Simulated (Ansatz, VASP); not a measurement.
**One calculation of Mo, two programs**

```
Mo
1.0
     5.04425    0.00000    0.00000
     0.00000    5.04425    0.00000
     0.00000    0.00000    5.04425
Mo
8
Cartesian
  2.5221 2.5221 2.5221
  0.0000 0.0000 0.0000
  1.2611 0.0000 2.5221
  2.5221 1.2611 0.0000
  2.5221 3.7832 0.0000
  3.7832 0.0000 2.5221
  0.0000 2.5221 3.7832
  0.0000 2.5221 1.2611
```

Alike in both runs: functional PBE; k mesh 8 × 8 × 8; occupations gaussian, width 0.1 eV; no spin polarisation.

Ansatz relaxed the structure, and its values are those at the end. VASP's run is a single point on that final structure, the one shown.

```csv
,VASP,Ansatz
version,VASP 6.6.1,Ansatz 0.2.0
potentials or method,"VASP PAW PBE potentials, release 64 (Mo_sv), cutoff 520 eV","scalar-relativistic, plane waves, PAW"
valence electrons in the cell,112,112
```

Ansatz gave:

| Property | Result |
| --- | --- |
| gap on the k mesh at the Fermi level (eV) | none |
| pressure (GPa) | 0.0 |

Question: What did VASP give for the same quantities?

Answer: gap on the k mesh at the Fermi level (eV): none; pressure (GPa): 0.5.

A gap of «none» marks a metal or a gap that the smearing closes.
